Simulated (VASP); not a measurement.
K8MgZn7F24: single point with PBEsol

Crystal: K8MgZn7F24.

```
K Mg Zn F
1.0
     8.08989    0.00000    0.00000
     0.00000    8.08989    0.00000
     0.00000    0.00000    8.08989
K Mg Zn F
8 1 7 24
Direct
  0.00471 0.00087 0.00377
  0.99732 0.00189 0.50035
  0.99860 0.50158 0.99946
  0.99728 0.50359 0.49547
  0.49389 0.99964 0.99518
  0.49946 0.00324 0.50151
  0.49411 0.50000 0.99638
  0.49913 0.49878 0.50046
  0.24883 0.25052 0.25353
  0.24956 0.24930 0.75106
  0.25144 0.74939 0.25200
  0.24920 0.74606 0.75014
  0.74973 0.24975 0.24959
  0.74811 0.24963 0.74780
  0.74832 0.74804 0.25247
  0.75219 0.75372 0.75080
  0.24858 0.24484 0.00072
  0.25135 0.24930 0.50197
  0.24975 0.75197 0.00017
  0.25463 0.75043 0.50314
  0.75243 0.24847 0.99872
  0.75021 0.24585 0.50019
  0.75050 0.75037 0.00254
  0.74786 0.74809 0.50205
  0.00147 0.25045 0.25449
  0.99742 0.25004 0.75613
  0.00475 0.74925 0.24948
  0.99922 0.75219 0.75101
  0.49615 0.25044 0.25111
  0.50229 0.24990 0.75013
  0.49861 0.75199 0.24680
  0.49913 0.74970 0.74518
  0.24623 0.99969 0.25271
  0.25423 0.99814 0.75126
  0.24963 0.50122 0.25122
  0.24926 0.50197 0.74748
  0.75086 0.00246 0.24943
  0.74711 0.00245 0.74840
  0.74887 0.50385 0.24766
  0.75011 0.49876 0.75159
```

| Item | Value |
| --- | --- |
| Program | VASP 6.6.1 |
| Task | single point |
| Functional | PBEsol |
| Potentials or basis | VASP PAW PBE potentials, release 64 (K_sv, Mg, Zn, F) |
| Cutoff | 600 eV |
| k mesh | 1 × 1 × 1, shifted |
| Occupations | fermi-dirac, width 0.05 eV |
| Spin | collinear spin |
| Dipole correction | no |
| Further INCAR settings | LREAL = Auto; ALGO = Normal; EDIFF = 1e-06; NBANDS = 193; ISYM = 0 |

```
Pressure                                              : 0.3 GPa
Largest force                                         : 0.555 eV/Å
Band gap on the k mesh                                : 4.95 eV
Net moment                                            : 0.00 μB per cell
Valence electrons inside the program's atomic spheres : K 7.55; Mg 0.34; Zn 10.67, 10.71, 10.72, 10.68 (each value once); F 6.09, 6.10, 6.08 (each value once)
```

Forces in eV/Å, atoms in the order of the input:
```
K   -0.107 -0.034 -0.046
K    0.045 -0.047  0.023
K   -0.051 -0.009 -0.020
K    0.011 -0.028  0.110
K    0.122 -0.032  0.069
K   -0.008 -0.102 -0.009
K    0.138  0.030  0.025
K    0.034  0.064  0.033
Mg   0.030 -0.075 -0.131
Zn  -0.088 -0.046  0.002
Zn  -0.005  0.145 -0.011
Zn   0.069  0.408  0.062
Zn  -0.087  0.100 -0.131
Zn   0.217  0.135  0.246
Zn   0.140  0.431 -0.147
Zn  -0.288 -0.232  0.166
F    0.029  0.140  0.382
F   -0.049  0.039 -0.310
F    0.014 -0.068 -0.041
F   -0.095 -0.020 -0.196
F   -0.068  0.046  0.232
F   -0.002  0.119 -0.209
F   -0.006  0.030 -0.149
F    0.068  0.031 -0.162
F    0.239  0.078 -0.021
F    0.257 -0.007 -0.127
F   -0.414 -0.004  0.084
F    0.030 -0.005 -0.031
F   -0.134  0.034 -0.010
F   -0.366  0.058  0.008
F    0.106 -0.006  0.051
F    0.224 -0.030  0.127
F    0.052  0.446  0.016
F   -0.082  0.108 -0.028
F    0.009 -0.554 -0.011
F   -0.020 -0.418  0.072
F    0.000 -0.292  0.052
F    0.028 -0.222  0.006
F    0.011 -0.440  0.071
F   -0.002  0.228 -0.045
```

Stress tensor (GPa, compression positive):
```
 0.35 -0.02  0.01
-0.02  0.38  0.00
 0.01  0.00  0.29
```

Levels at points of the mesh, in eV from the valence-band top:
Spin up:
| k point | band 161 | band 162 | band 163 | band 164 | band 165 | band 166 |
| --- | --- | --- | --- | --- | --- | --- |
| (0.25, 0.25, 0.25) | -0.04 | -0.02 | 0.00 | 4.95 | 6.38 | 6.52 |
Spin down:
| k point | band 161 | band 162 | band 163 | band 164 | band 165 | band 166 |
| --- | --- | --- | --- | --- | --- | --- |
| (0.25, 0.25, 0.25) | -0.04 | -0.02 | 0.00 | 4.95 | 6.38 | 6.52 |

Run time: 34 min on 1 thread of Intel(R) Xeon(R) Platinum 8488C (Sapphire Rapids), with other jobs on the host, peak memory 1.3 GiB.

Caveat: the PAW data sets were made with another functional, which shifts forces and pressure a little; a shifted mesh leaves out Γ, where band edges can lie. A k mesh can miss the band edges.
